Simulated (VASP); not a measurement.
Wanted: the native input for a VASP 6.6.1 run.

```
Task                   : electric field gradients
Functional             : PBEsol
Potentials or basis    : VASP PAW PBE potentials, release 64 (Os)
Cutoff                 : 520 eV
k mesh                 : 14 × 14 × 14
Occupations            : fermi-dirac, width 0.05 eV
Spin                   : no spin polarisation
Dipole correction      : no
Further INCAR settings : ALGO = Normal; EDIFF = 1e-08; NBANDS = 10
```

The structure of Os lies in POSCAR:

```
Os
1.0
    0.0000000000      1.9384949347      1.9384949347
    1.9384949347      0.0000000000      1.9384949347
    1.9384949347      1.9384949347      0.0000000000
Os
1
Direct
    0.0000000000      0.0000000000      0.0000000000
```

This cell differs from its parent crystal: volume scaled by 0.99.

The input as run:

INCAR

```
SYSTEM = Os
PREC = Accurate
ENCUT = 520
EDIFF = 1E-8
ISMEAR = -1
SIGMA = 0.05
LREAL = .False.
LASPH = .True.
NELM = 80
ALGO = Normal
ISIF = 2
LWAVE = .False.
LCHARG = .False.
GGA = PS
LEFG = .True.
NBANDS = 10
```

KPOINTS

```
Automatic mesh
0
Gamma
  14 14 14
  0 0 0
```

Potentials or basis: VASP PAW PBE potentials, release 64 (Os).

Command:

```console
$ cat potpaw_PBE.64/Os/POTCAR > POTCAR
$ mpirun -np 1 vasp_std > vasp.out
```

It gave:

- Pressure: -16.5 GPa
- Band gap on the k mesh: zero (band 4 reaches 10.85 eV, above the bottom of band 5 at 7.31 eV)

Caveat: without QUAD_EFG the Cq values of the log hold for a quadrupole moment of 1 mb, not for the nuclei; the PAW data sets were made with another functional, which shifts forces and pressure a little; spin-orbit coupling is left out, which moves the levels of the heavy elements.

Wall time 5.6 s on 1 thread of Intel(R) Xeon(R) 6975P-C (Granite Rapids), on a shared host, peak memory 0.13 GiB.
